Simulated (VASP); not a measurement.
Set up this calculation in VASP 6.6.1, as the native input.

| Property | Result |
| --- | --- |
| Task | single point |
| Functional | r2SCAN |
| Potentials or basis | VASP PAW PBE potentials, release 64 (Ce) |
| Cutoff | 520 eV |
| k mesh | 10 × 10 × 10 |
| Occupations | fermi-dirac, width 0.05 eV |
| Spin | non-collinear spin, typed start, spin-orbit coupling |
| Starting moments | [[0.0, 0.0, 1.0]] μB |
| Dipole correction | no |
| Further INCAR settings | ALGO = Normal; EDIFF = 1e-06; NBANDS = 23 |

Crystal: Ce.

```
Ce
1.0
    -1.94330    1.94330    1.94330
     1.94330   -1.94330    1.94330
     1.94330    1.94330   -1.94330
Ce
1
Cartesian
  0.0000 0.0000 0.0000
```

This isn't the form of Ce at room conditions, which is fcc.

These files were run (other wordings do the same):

POSCAR

```
Ce
1.0
   -1.9432985503      1.9432985503      1.9432985503
    1.9432985503     -1.9432985503      1.9432985503
    1.9432985503      1.9432985503     -1.9432985503
Ce
1
Direct
    0.0000000000      0.0000000000      0.0000000000
```

INCAR.step1

```
SYSTEM = Ce
PREC = Accurate ; ENCUT = 520
ISMEAR = -1 ; SIGMA = 0.05
LREAL = .False. ; LASPH = .True.
NELM = 150 ; MAGMOM = 0 0 1
LSORBIT = .True. ; GGA_COMPAT = .False.
LMAXMIX = 6 ; NBANDS = 23
GGA = PE ; ALGO = Normal
EDIFF = 1E-4 ; LWAVE = .True.
LCHARG = .False.
```

INCAR.step2

```
SYSTEM = Ce
PREC = Accurate ; ENCUT = 520
EDIFF = 1E-6 ; ISMEAR = -1
SIGMA = 0.05 ; LREAL = .False.
LASPH = .True. ; NELM = 150
ALGO = Normal ; ISIF = 2
LWAVE = .False. ; LCHARG = .False.
MAGMOM = 0 0 1 ; LORBIT = 11
LSORBIT = .True. ; GGA_COMPAT = .False.
LORBMOM = .True. ; LMAXMIX = 6
METAGGA = R2SCAN ; LMIXTAU = .True.
NBANDS = 23 ; ISTART = 1
```

KPOINTS

```
Automatic mesh
0
Gamma
  10 10 10
  0 0 0
```

Potentials or basis: VASP PAW PBE potentials, release 64 (Ce).

Run with:

```bash
$ cat potpaw_PBE.64/Ce/POTCAR > POTCAR
$ cp INCAR.step1 INCAR
$ mpirun -np 1 vasp_ncl > vasp.out
$ cp INCAR.step2 INCAR
$ mpirun -np 1 vasp_ncl > vasp.out
```

Results of the run:

```yaml
Pressure: 0.8 GPa
Net_moment: 1.56 μB per cell
Valence_electrons_inside_the_program's_atomic_spheres: Ce 9.88
```

Caveat: the magnetic or orbital state may not be the lowest; the PAW data sets were made with another functional, which shifts forces and pressure a little.

Wall time 40 min on 1 thread of Intel(R) Xeon(R) 6975P-C (Granite Rapids), on a shared host, peak memory 0.39 GiB.
